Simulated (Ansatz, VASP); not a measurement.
H: VASP beside Ansatz

```
CELL_PARAMETERS angstrom
2.58340 0.00000 0.00000
0.00000 2.58340 0.00000
0.00000 0.00000 0.98049
ATOMIC_POSITIONS crystal
H 0.00000 0.00000 0.50000
```

Change from the starting cell: strain -0.025 along x and y, +0.000 along z, atoms carried along.

Alike in both runs: task single point; functional LDA; k mesh 10 × 10 × 26; occupations gaussian, width 0.05 eV; no spin polarisation.

|  | VASP | Ansatz |
| --- | --- | --- |
| version | VASP 6.6.1 | Ansatz 0.2.0 |
| potentials or method | VASP PAW LDA potentials, release 64 (H), cutoff 520 eV | scalar-relativistic, plane waves, PAW |
| valence electrons in the cell | 1 | 1 |

VASP gave:

```
gap on the k mesh at the Fermi level (eV)                     : none
pressure (GPa)                                                : 1.6
traceless stress, the component that is largest in VASP (GPa) : 2.65
```

**Question.** What did Ansatz give for the same quantities?

**Answer.** gap on the k mesh at the Fermi level (eV): none; pressure (GPa): 1.7; traceless stress, the component that is largest in VASP (GPa): 2.36.

LDA's correlation is that of Perdew and Zunger in VASP and of Perdew and Wang (1992) in Ansatz. A gap of «none» marks a metal or a gap that the smearing closes.
